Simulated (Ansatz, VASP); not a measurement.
One calculation of Si4O7, two programs

The input INCAR:

```
SYSTEM = Si4O7
PREC = Accurate
ENCUT = 520
EDIFF = 1E-6
ISMEAR = 0
SIGMA = 0.05
LREAL = .False.
LASPH = .True.
NELM = 60
ALGO = Normal
ISIF = 2
LWAVE = .False.
LCHARG = .True.
GGA = PE
LELF = .True.
LVHAR = .True.
NBANDS = 40
```

Contents of KPOINTS:

```
regular mesh
0
Gamma
  4 4 4
  0 0 0
```

Contents of POSCAR:

```
Si4O7
1.0
    5.0799801732      0.0000000000      0.0000000000
    0.0000000000      5.0799801732      0.0000000000
    0.0000000000      0.0000000000      7.0914769300
Si O
4 7
Direct
    0.2944292339      0.2944292339      0.0000000000
    0.2055707661      0.7944292339      0.2500000000
    0.7055707661      0.7055707661      0.5000000000
    0.7944292339      0.2055707661      0.7500000000
    0.4053663613      0.7409644515      0.4248320116
    0.7590355485      0.9053663613      0.6748320116
    0.5946336387      0.2590355485      0.9248320116
    0.7409644515      0.4053663613      0.5751679884
    0.9952520619      0.8747296271      0.2849023999
    0.2590355485      0.5946336387      0.0751679884
    0.0946336387      0.2409644515      0.8251679884
```

Input for Ansatz:

```yaml
crystal:
  lattice:
    - [5.0799801732, 0.0, 0.0]
    - [0.0, 5.0799801732, 0.0]
    - [0.0, 0.0, 7.09147693]
  atoms:
    - { symbol: Si, position: [0.2944292339, 0.2944292339, 0.0] }
    - { symbol: Si, position: [0.2055707661, 0.7944292339, 0.25] }
    - { symbol: Si, position: [0.7055707661, 0.7055707661, 0.5] }
    - { symbol: Si, position: [0.7944292339, 0.2055707661, 0.75] }
    - { symbol: O, position: [0.4053663613, 0.7409644515, 0.4248320116] }
    - { symbol: O, position: [0.7590355485, 0.9053663613, 0.6748320116] }
    - { symbol: O, position: [0.5946336387, 0.2590355485, 0.9248320116] }
    - { symbol: O, position: [0.7409644515, 0.4053663613, 0.5751679884] }
    - { symbol: O, position: [0.9952520619, 0.8747296271, 0.2849023999] }
    - { symbol: O, position: [0.2590355485, 0.5946336387, 0.0751679884] }
    - { symbol: O, position: [0.0946336387, 0.2409644515, 0.8251679884] }
basis:
  ecutwfc: 420
kpoints:
  mp_grid: { grid: [4, 4, 4] }
hamiltonian:
  xc: pbe
  pseudopotentials: { kind: paw, azcp: { folder: soft_1 } }
scf:
  occupations: { method: gaussian, width: 0.05 }
output:
  forces: true
  stress: true
  eigenvalues: true
  write_density: true
  write_potential: true
  elf: true
  volumetric_format: npy
```

Change from the starting cell: O vacancy, atom 9 moved a little way towards it, host rigid.

Alike in both runs: task single point; functional PBE; k mesh 4 × 4 × 4; occupations gaussian, width 0.05 eV; no spin polarisation.

|  | VASP | Ansatz |
| --- | --- | --- |
| version | VASP 6.6.1 | Ansatz 0.2.0 |
| potentials or method | VASP PAW PBE potentials, release 64 (Si, O), cutoff 520 eV | scalar-relativistic, plane waves, PAW |
| valence electrons in the cell | 58 | 58 |

|  | VASP | Ansatz | Ansatz less VASP |
| --- | --- | --- | --- |
| gap on the k mesh at the Fermi level (eV) | 0.73 | 0.71 | -0.014 |
| least direct gap on the mesh (eV) | 0.87 | 0.86 | -0.011 |
| pressure (GPa) | 17.4 | 18.5 | +1.17 |
| traceless stress, the component that is largest in VASP (GPa) | 28.79 | 30.48 | +1.688 |
| rms of the force components (eV/Å) | 13.107 | 13.927 | +0.8199 |

Atom by atom the forces differ by 0.825 eV/Å (rms over components). The functional is the same, so the differences come from potentials, cutoffs and numerics.
